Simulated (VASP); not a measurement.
Input of a VASP 6.6.1 run:

Contents of INCAR:

```
SYSTEM = Mg5SiSb2
ALGO = Normal
EDIFF = 1E-7
ENCUT = 520
GGA = PE
ISIF = 2
ISMEAR = 0
LASPH = .TRUE.
LCHARG = .FALSE.
LREAL = .FALSE.
LWAVE = .FALSE.
NBANDS = 22
NELM = 80
PREC = Accurate
SIGMA = 0.1
```

KPOINTS

```
k-points
0
G
  4 4 2
  0 0 0
```

POSCAR

```
Mg5SiSb2
1.0
    4.4122035919      0.0000000000      0.0000000000
    0.0000000000      4.4122035919      0.0000000000
    0.0000000000      0.0000000000      9.0427992889
Mg Si Sb
5 1 2
Direct
    0.0000000000      0.5000000000      0.2606231368
    0.5000000000      0.0000000000      0.7393768632
    0.5000000000      0.0000000000      0.2606231368
    0.0000000000      0.5000000000      0.7393768632
    0.5000000000      0.5000000000      0.0000000000
    0.0000000000      0.0000000000      0.5000000000
    0.0000000000      0.0000000000      0.0000000000
    0.5000000000      0.5000000000      0.5000000000
```

Potentials or basis: VASP PAW PBE potentials, release 64 (Mg, Si, Sb).

Run with:

```sh
$ cat potpaw_PBE.64/Mg/POTCAR potpaw_PBE.64/Si/POTCAR potpaw_PBE.64/Sb/POTCAR > POTCAR
$ mpirun -np 1 vasp_std > vasp.out
```

Estimate the largest force.

0.007 eV/Å.

Estimate the band gap on the k mesh.

zero (band 12 reaches 6.35 eV, above the bottom of band 13 at 4.70 eV).

Stress tensor (GPa, compression positive):
```
 0.12  0.00  0.00
 0.00  0.12  0.00
 0.00  0.00 -0.32
```

Caveat: spin-orbit coupling is left out, which moves the levels of the heavy elements.
